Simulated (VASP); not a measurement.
# Re in VASP: single point with PBE

Aim: the single point of Re with PBE.

Program: VASP 6.6.1. These are calculated values, not measurements. Logs are shortened: lines on timing, memory, paths and dates and some standing lists are left out, and cuts for length are marked.

## (1) The cell of the first run

The cell holds a slab with vacuum, 6 atoms: a = 2.775 Å, b = 2.775 Å, c = 24.209 Å, α = 90.00°, β = 90.00°, γ = 120.00°.

## (2) Single point, PBE

INCAR

```
SYSTEM = Re
ALGO     = Normal         ! electronic algorithm
DIPOL    = 0.5 0.5 0.500
EDIFF    = 1E-6           ! SCF threshold, eV
ENCUT    = 520            ! plane-wave cutoff, eV
GGA      = PE             ! functional
IDIPOL   = 3            
ISIF     = 2              ! what is computed and relaxed
ISMEAR   = -1             ! smearing method
LASPH    = .TRUE.         ! aspherical terms in the spheres
LCHARG   = .FALSE.        ! write CHGCAR
LDIPOL   = .TRUE.       
LREAL    = .FALSE.        ! projectors in reciprocal space
LWAVE    = .FALSE.        ! write WAVECAR
NBANDS   = 30             ! bands
NELM     = 60             ! most SCF steps
PREC     = Accurate       ! precision mode
SIGMA    = 0.05           ! smearing width, eV
```

KPOINTS

```
k-points
0
G
  14 14 1
  0 0 0
```

POSCAR

```
Re
1.0
    2.7751003076      0.0000000000      0.0000000000
   -1.3875501538      2.4033073644      0.0000000000
    0.0000000000      0.0000000000     24.2093000000
Re
6
Direct
    0.8333333333      0.1666666667      0.2722437504
    0.1666666667      0.8333333333      0.3589505232
    0.8333333333      0.1666666667      0.4553392756
    0.1666666667      0.8333333333      0.5446607227
    0.8333333333      0.1666666667      0.6410494778
    0.1666666667      0.8333333333      0.7277562504
```

Potentials or basis: VASP PAW PBE potentials, release 64 (Re).

On the command line:

```sh
> cat potpaw_PBE.64/Re/POTCAR > POTCAR
> mpirun -np 1 vasp_std > vasp.out
```

OUTCAR:

```text
SYSTEM = Re
   EDIFF = 1E-6
   ENCUT = 520
   GGA = PE
   ISIF = 2
   ISMEAR = -1
   LASPH = .TRUE.
   LREAL = .FALSE.
   NELM = 60
   PREC = Accurate

 ion  position               nearest neighbor table
   1  0.833  0.167  0.272-   2 2.64   2 2.64   2 2.64
   2  0.167  0.833  0.359-   1 2.64   1 2.64   1 2.64   3 2.83   3 2.83   3 2.83
   3  0.833  0.167  0.455-   4 2.69   4 2.69   4 2.69   2 2.83   2 2.83   2 2.83
   4  0.167  0.833  0.545-   3 2.69   3 2.69   3 2.69   5 2.83   5 2.83   5 2.83
   5  0.833  0.167  0.641-   6 2.64   6 2.64   6 2.64   4 2.83   4 2.83   4 2.83
   6  0.167  0.833  0.728-   5 2.64   5 2.64   5 2.64

  LATTYP: Found a hexagonal cell.
 ALAT       =     2.7751003076
 C/A-ratio  =     8.7237567355

  Lattice vectors:

 A1 = (   2.7751003076,   0.0000000000,   0.0000000000)
 A2 = (  -1.3875501538,   2.4033073644,   0.0000000000)
 A3 = (   0.0000000000,   0.0000000000,  24.2093000000)

Analysis of symmetry for initial positions (statically):
=====================================================================
 Subroutine PRICEL returns:
 Original cell was already a primitive cell.

 Routine SETGRP: Setting up the symmetry group for a
 hexagonal supercell.

 Subroutine GETGRP returns: Found 12 space group operations
 (whereof  4 operations were pure point group operations)
 out of a pool of 24 trial point group operations.

The static configuration has the point symmetry C_2h.
 The point group associated with its full space group is D_3d.

Analysis of symmetry for dynamics (positions and initial velocities):
=====================================================================
 Subroutine PRICEL returns:
 Original cell was already a primitive cell.

 Routine SETGRP: Setting up the symmetry group for a
 hexagonal supercell.

 Subroutine GETGRP returns: Found 12 space group operations
 (whereof  4 operations were pure point group operations)
 out of a pool of 24 trial point group operations.

The dynamic configuration has the point symmetry C_2h.
 The point group associated with its full space group is D_3d.

 Subroutine INISYM returns: Found 12 space group operations
 (whereof  4 operations are pure point group operations),
 and found     1 'primitive' translations

----------------------------------------------------------------------------------------

                                     Primitive cell

  volume of cell :     161.4620

  direct lattice vectors                    reciprocal lattice vectors
     2.775100308  0.000000000  0.000000000     0.360347335  0.208046631  0.000000000
    -1.387550154  2.403307364  0.000000000     0.000000000  0.416093262  0.000000000
     0.000000000  0.000000000 24.209300000     0.000000000  0.000000000  0.041306440

  length of vectors
     2.775100308  2.775100308 24.209300000     0.416093262  0.416093262  0.041306440

  position of ions in fractional coordinates (direct lattice)
     0.833333333  0.166666667  0.272243750
     0.166666667  0.833333333  0.358950523
     0.833333333  0.166666667  0.455339276
     0.166666667  0.833333333  0.544660723
     0.833333333  0.166666667  0.641049478
     0.166666667  0.833333333  0.727756250

  ion indices of the primitive-cell ions
   primitive index   ion index
                 1           1
                 2           2
                 3           3
                 4           4
                 5           5
                 6           6

----------------------------------------------------------------------------------------

 KPOINTS: k-points

Automatic generation of k-mesh.
 Grid dimensions read from file:
 generate k-points for:   14   14    1

 Generating k-lattice:

  Cartesian coordinates                     Fractional coordinates (reciprocal lattice)
     0.025739095  0.014860474  0.000000000     0.071428571  0.000000000  0.000000000
     0.000000000  0.029720947  0.000000000     0.000000000  0.071428571  0.000000000
     0.000000000  0.000000000  0.041306440     0.000000000  0.000000000  1.000000000

  Length of vectors
     0.029720947  0.029720947  0.041306440

  Shift w.r.t. Gamma in fractional coordinates (k-lattice)
     0.000000000  0.000000000  0.000000000

 Subroutine IBZKPT returns following result:
 ===========================================

 Found     24 irreducible k-points:

 Following reciprocal coordinates:
            Coordinates               Weight
  0.000000  0.000000  0.000000      1.000000
  0.071429  0.000000  0.000000      6.000000
  0.142857  0.000000  0.000000      6.000000
  0.214286 -0.000000  0.000000      6.000000
  0.285714 -0.000000  0.000000      6.000000
  0.357143 -0.000000  0.000000      6.000000
[... 16 lines left out ...]
  0.285714  0.285714  0.000000      6.000000
  0.357143  0.285714  0.000000      6.000000
   k-points           NKPTS =     24   k-points in BZ     NKDIM =     24   number of bands    NBANDS=     30
   number of dos      NEDOS =    301   number of ions     NIONS =      6
   total plane-waves  NPLWV = 103680
   dimension x,y,z NGX =    24 NGY =   24 NGZ =  180
   dimension x,y,z NGXF=    48 NGYF=   48 NGZF=  360
   ions per type =               6
   NGX,Y,Z   is equivalent  to a cutoff of  14.38, 14.38, 12.36 a.u.
   NGXF,Y,Z  is equivalent  to a cutoff of  28.76, 28.76, 24.72 a.u.
 SYSTEM =  Re
   PREC   = accura    normal or accurate (medium, high low for compatibility)
   ISTART =      0    job   : 0-new  1-cont  2-samecut
   ICHARG =      2    charge: 1-file 2-atom 10-const
   ISPIN  =      1    spin polarized calculation?
   LNONCOLLINEAR =      F non collinear calculations
   LSORBIT =      F    spin-orbit coupling
   LASPH  =      T    aspherical Exc in radial PAW
   ENCUT  =  520.0 eV  38.22 Ry    6.18 a.u.   5.16  5.16 45.01*2*pi/ulx,y,z
   NELM   =     60;   NELMIN=  2; NELMDL= -5     # of ELM steps
   EDIFF  = 0.1E-05   stopping-criterion for ELM
   LREAL  =      F    real-space projection
   EDIFFG = 0.1E-04   stopping-criterion for IOM
   NSW    =      0    number of steps for IOM
   IBRION =     -1    ionic relax: 0-MD 1-quasi-New 2-CG
   NFREE  =      0    steps in history (QN), initial steepest desc. (CG)
   ISIF   =      2    stress and relaxation
   ISYM   =      2    0-nonsym 1-usesym 2-fastsym
   POTIM  = 0.5000    time-step for ionic-motion
   TEBEG  =    0.0;   TEEND  =   0.0 temperature during run
   PSTRESS=    0.0 pullay stress
   NELECT =      42.0000    total number of electrons
   NUPDOWN=      -1.0000    fix difference up-down
   EMIN   =  10.00;   EMAX   =-10.00  energy-range for DOS
   EFERMI =   0.00;   METHOD = LEGACY
   ISMEAR =    -1;   SIGMA  =   0.05  broadening in eV -4-tet -1-fermi 0-gaus
   EFERMI_NEDOS =   21; number of points for ismear=-14 and -15
   IALGO  =     38    algorithm
   IMIX   =      4    mixing-type and parameters
     AMIX     =   0.40;   BMIX     =  1.00
     AMIX_MAG =   1.60;   BMIX_MAG =  1.00
  volume/ion in A,a.u.               =      26.91       181.60
  Fermi-wavevector in a.u.,A,eV,Ry     =   1.045044  1.974847 14.859149  1.092117
  Thomas-Fermi vector in A             =   2.179823
   LORBIT       =      0    0 simple, 1 ext, 2 COOP (PROOUT), +10 PAW based schemes
   GGA     = PE    functional components
   LHFCALC =     F    Hartree Fock is set to
   AEXX    =    0.0000 exact exchange contribution
   IVDW    =     0    specifies the selected vdW correction
   LEPSILON=     F    determine dielectric tensor
   LRPA    =     F    only Hartree local field effects (RPA)
 non-spin polarized calculation
  energy-cutoff  :      520.00
  volume of cell :      161.46
 maximum number of plane-waves:      4371
 NGX is ok and might be reduce to    24
   NGX = 11   NGY = 11   NGZ = 91

 dipolmoment           0.000000      0.000000     -0.000000 electrons x Angstroem

 number of electron      41.9999996 magnetization

 dipolmoment           0.000000      0.000000      0.000000 electrons x Angstroem

 Free energy of the ion-electron system (eV)
  ---------------------------------------------------
  ext. energy  EPLUGINS =         0.00000000
  ---------------------------------------------------
  free energy    TOTEN  =       -72.39767268 eV

  energy without entropy =      -72.35675572  energy(sigma->0) =      -72.37721420

 E-fermi :   2.1437     XC(G=0):  -8.3798

 val. band max:        2.1323858180   @ k =   0.3571   0.1429   0.0000
 cond. band min:       2.1606642660   @ k =   0.4286   0.0714   0.0000
 fundamental gap:      0.0282784480
 Fermi energy:         2.1436753444

 k-point     1 :       0.0000    0.0000    0.0000
  band No.  band energies     occupation
      1      -7.3264      2.00000
      2      -6.6345      2.00000
      3      -5.6460      2.00000
      4      -4.6259      2.00000
      5      -4.3349      2.00000
      6      -4.3256      2.00000
[... 22 lines left out ...]
     29       3.4105      0.00000
     30       4.1556      0.00000

 k-point     2 :       0.0714    0.0000    0.0000
  band No.  band energies     occupation
      1      -7.1236      2.00000
      2      -6.4371      2.00000
      3      -5.4497      2.00000
      4      -4.4206      2.00000
      5      -4.1286      2.00000
      6      -4.1277      2.00000
[... 22 lines left out ...]
     29       3.3760      0.00000
     30       4.1178      0.00000

 k-point     3 :       0.1429    0.0000    0.0000
  band No.  band energies     occupation
      1      -6.5471      2.00000
      2      -5.8849      2.00000
      3      -4.9143      2.00000
      4      -3.8654      2.00000
      5      -3.6000      2.00000
      6      -3.5633      2.00000
[... 682 lines left out ...]
     29       5.9983      0.00000
     30       6.0720      0.00000

 k-point    24 :       0.3571    0.2857    0.0000
  band No.  band energies     occupation
      1      -2.8182      2.00000
      2      -2.5905      2.00000
      3      -2.4327      2.00000
      4      -2.1467      2.00000
      5      -1.9719      2.00000
      6      -1.8872      2.00000
[... 22 lines left out ...]
     29       5.5818      0.00000
     30       5.6668      0.00000

------------------------ aborting loop because EDIFF is reached ----------------------------------------

 vacuum level on the upper side and lower side of the slab       (xc-potential included)        -0.263        -0.263

  FORCE on cell =-STRESS in cart. coord.  units (eV):
  Direction    XX          YY          ZZ          XY          YZ          ZX
  --------------------------------------------------------------------------------------
  -------------------------------------------------------------------------------------
  Total       -2.6412656     -2.6412656     -0.4658882      0.0000000      0.0000000      0.0000000
  in kB      -26.2091192    -26.2091192     -4.6229806      0.0000000      0.0000000      0.0000000
  external PRESSURE =     -19.0137396 kB  Pullay stress =       0.0000000 kB

 VOLUME and BASIS-vectors are now :
 -----------------------------------------------------------------------------
  energy-cutoff  :      520.00
  volume of cell :      161.46
      direct lattice vectors                 reciprocal lattice vectors
     2.775100308  0.000000000  0.000000000     0.360347335  0.208046631  0.000000000
    -1.387550154  2.403307364  0.000000000     0.000000000  0.416093262  0.000000000
     0.000000000  0.000000000 24.209300000     0.000000000  0.000000000  0.041306440

 POSITION                                       TOTAL-FORCE (eV/Angst)
 -----------------------------------------------------------------------------------
      2.08133      0.40055      6.59083        -0.000000     -0.000000      0.067841
     -0.69378      2.00276      8.68994         0.000000     -0.000000     -0.069663
      2.08133      0.40055     11.02345        -0.000000      0.000000      0.048360
     -0.69378      2.00276     13.18585         0.000000     -0.000000     -0.048360
      2.08133      0.40055     15.51936        -0.000000      0.000000      0.069663
     -0.69378      2.00276     17.61847         0.000000      0.000000     -0.067841
 -----------------------------------------------------------------------------------
    total drift:                                0.000000     -0.000000      0.000019

  FREE ENERGIE OF THE ION-ELECTRON SYSTEM (eV)
  ---------------------------------------------------
  free  energy   TOTEN  =       -72.3976726772 eV

  energy  without entropy=      -72.3567557207  energy(sigma->0) =      -72.37721420

 vacuum level on the upper side and lower side of the slab         6.794         6.794
```

Wall time 4 min (1 thread of Intel Xeon Platinum 8488C (Sapphire Rapids), shared host); peak memory 0.33 GiB.

Results:

```yaml
Free_energy: -72.3977 eV
Largest_force: 0.070 eV/Å
Band_gap_on_the_k_mesh: zero (bands 21 and 22 overlap by 2.46 eV)
```

Forces on the atoms (eV/Å):
```
Re   0.000  0.000  0.068
Re   0.000  0.000 -0.070
Re   0.000  0.000  0.048
Re   0.000  0.000 -0.048
Re   0.000  0.000  0.070
Re   0.000  0.000 -0.068
```

Caveat: spin-orbit coupling is left out, which moves the levels of the heavy elements.
